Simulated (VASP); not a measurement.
**Si2W: single point with PBE**

Crystal: Si2W.

```
Si W
1.0
    -1.66973    1.66973    4.04556
     1.66973   -1.66973    4.04556
     1.66973    1.66973   -4.04556
Si W
2 1
Direct
  0.33637 0.33637 0.00000
  0.66363 0.66363 0.00000
  0.00000 0.00000 0.00000
```

```
Program                : VASP 6.6.1
Task                   : single point
Functional             : PBE
Potentials or basis    : VASP PAW PBE potentials, release 64 (Si, W_sv)
Cutoff                 : 520 eV
k mesh                 : 18 × 18 × 18
Occupations            : gaussian, width 0.1 eV
Spin                   : no spin polarisation
Dipole correction      : no
Further INCAR settings : ALGO = Normal; EDIFF = 1e-07; NBANDS = 18
```

```
Pressure               : -16.7 GPa
Largest force          : 0.006 eV/Å
Band gap on the k mesh : zero (bands 11 and 12 overlap by 1.03 eV)
```

Forces in eV/Å, atoms in the order of the input:
```
Si   0.000  0.000 -0.006
Si   0.000  0.000  0.006
W    0.000  0.000  0.000
```

Stress tensor (GPa, compression positive):
```
-16.63   0.00   0.00
  0.00 -16.63   0.00
  0.00   0.00 -16.75
```

Levels at points of the mesh, in eV from the Fermi level:
| k point | band 7 | band 8 | band 9 | band 10 | band 11 | band 12 | band 13 | band 14 | band 15 | band 16 |
| --- | --- | --- | --- | --- | --- | --- | --- | --- | --- | --- |
| (0.00, 0.00, 0.00) | -3.77 | -2.81 | -2.49 | -2.49 | 0.50 | 2.20 | 2.70 | 2.70 | 3.40 | 4.10 |
| (0.50, 0.00, 0.00) | -5.27 | -4.47 | -2.52 | -2.33 | -0.30 | 2.26 | 2.67 | 3.61 | 3.63 | 4.97 |
| (0.50, 0.50, 0.00) | -5.44 | -5.43 | -4.52 | -2.78 | -1.73 | 2.50 | 2.54 | 2.62 | 3.64 | 4.17 |
| (0.50, 0.50, 0.50) | -3.24 | -2.21 | -0.79 | -0.79 | -0.41 | -0.41 | 0.64 | 3.72 | 4.22 | 6.21 |

It took 6.1 min on 1 thread of AMD EPYC 9R45 (Zen 5), on a shared host, peak memory 0.45 GiB.

Caveat: the cell stands under tension; spin-orbit coupling is left out, which moves the levels of the heavy elements.
